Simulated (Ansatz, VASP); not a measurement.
**Two plane-wave programs on Ni**

```xyz
2
Lattice="0.0000 1.7619 1.7619 -1.7619 1.7619 0.0000 -1.7619 -1.7619 3.5239" Properties=species:S:1:pos:R:3 pbc="T T T"
Ni    0.0000    0.0000    0.0000
Ni   -1.7619    0.0000    1.7619
```

Alike in both runs: task single point; functional LDA; k mesh 15 × 15 × 15; occupations fermi-dirac, width 0.1 eV; collinear spin.

|  | VASP | Ansatz |
| --- | --- | --- |
| version | VASP 6.6.1 | Ansatz 0.2.0 |
| potentials or method | VASP PAW LDA potentials, release 64 (Ni) | PAW with Ansatz's default frozen-core files, scalar-relativistic |
| plane-wave cutoff (eV) | 520 | 420 |
| valence electrons in the cell | 20 | 36 |

|  | VASP | Ansatz | Ansatz less VASP |
| --- | --- | --- | --- |
| pressure (GPa) | -17.4 | -17.5 | -0.11 |
| net moment per atom (μB) | 0.58 | 0.61 | +0.027 |
| size of the moment on the site where the two differ most (μB) | 0.59 | 0.64 | +0.049 |

LDA's correlation is that of Perdew and Zunger in VASP and of Perdew and Wang (1992) in Ansatz. Site moments also hang on the region over which each program counts them. VASP's potentials hold 20 valence electrons a cell and Ansatz's 36, so a difference there can come from the potentials and not from the codes.
